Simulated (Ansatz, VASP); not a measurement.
## Two plane-wave programs on AlCu3

```
Al Cu
1.0
     3.64182    0.00000    0.00000
     0.00000    3.64182    0.00000
     0.00000    0.00000    3.64182
Al Cu
1 3
Direct
  0.00000 0.00000 0.00000
  0.50000 0.50000 0.00000
  0.50000 0.00000 0.50000
  0.00000 0.50000 0.50000
```

Alike in both runs: task single point; functional r2SCAN; k mesh 12 × 12 × 12; occupations gaussian, width 0.1 eV; no spin polarisation.

|  | VASP | Ansatz |
| --- | --- | --- |
| version | VASP 6.6.1 | Ansatz 0.2.0 |
| potentials or method | VASP PAW PBE potentials, release 64 (Al, Cu), cutoff 520 eV | scalar-relativistic, plane waves, PAW |
| valence electrons in the cell | 36 | 60 |

```tsv
	VASP	Ansatz	Ansatz less VASP
gap on the k mesh at the Fermi level (eV)	none	none	-
pressure (GPa)	0.3	0.0	-0.33
```

VASP's potentials were made for PBE, not for r2SCAN. A gap of «none» marks a metal or a gap that the smearing closes. With one functional, cell and mesh, what is left measures potentials, basis and numerics. VASP's potentials hold 36 valence electrons a cell and Ansatz's 60, so a difference there can come from the potentials and not from the codes.
